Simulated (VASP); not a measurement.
Input of a VASP 6.6.1 run:

Contents of INCAR:

```
  PREC = Accurate
  ENCUT = 520
  EDIFF = 1E-7
  ISMEAR = 0
  SIGMA = 0.05
  LREAL = False
  LASPH = True
  NELM = 80
  ALGO = Normal
  ISIF = 2
  LWAVE = False
  LCHARG = False
  LDIPOL = True
  IDIPOL = 3
  DIPOL = 0.5 0.5 0.500
  GGA = PS
  NBANDS = 36
```

Contents of KPOINTS:

```
Automatic mesh
0
Gamma
  4 4 1
```

POSCAR

```
BiTe2
1.0
    4.3808388080      0.0000000000      0.0000000000
   -2.1904194040      3.7939176976      0.0000000000
    0.0000000000      0.0000000000     25.1077656495
Te Bi
4 2
Direct
    0.6666666667      0.3333333333      0.2987123627
    0.3333333333      0.6666666667      0.4476575435
    0.6666666667      0.3333333333      0.5523424565
    0.3333333333      0.6666666667      0.7012876373
    0.0000000000      0.0000000000      0.3790161249
    0.0000000000      0.0000000000      0.6209838751
```

Potentials or basis: VASP PAW PBE potentials, release 64 (Te, Bi_d).

The run is started by

```bash
$ cat potpaw_PBE.64/Te/POTCAR potpaw_PBE.64/Bi_d/POTCAR > POTCAR
$ mpirun -np 1 vasp_std > vasp.out
```

(1) Estimate the largest force.

(2) What does it give for the band gap on the k mesh?

Answers

(1) 1.090 eV/Å.

(2) zero (bands 27 and 28 overlap by 0.21 eV).

Caveat: the k points lie up to 0.41 Å⁻¹ apart; the PAW data sets were made with another functional, which shifts forces and pressure a little; spin-orbit coupling is left out, which moves the levels of the heavy elements.
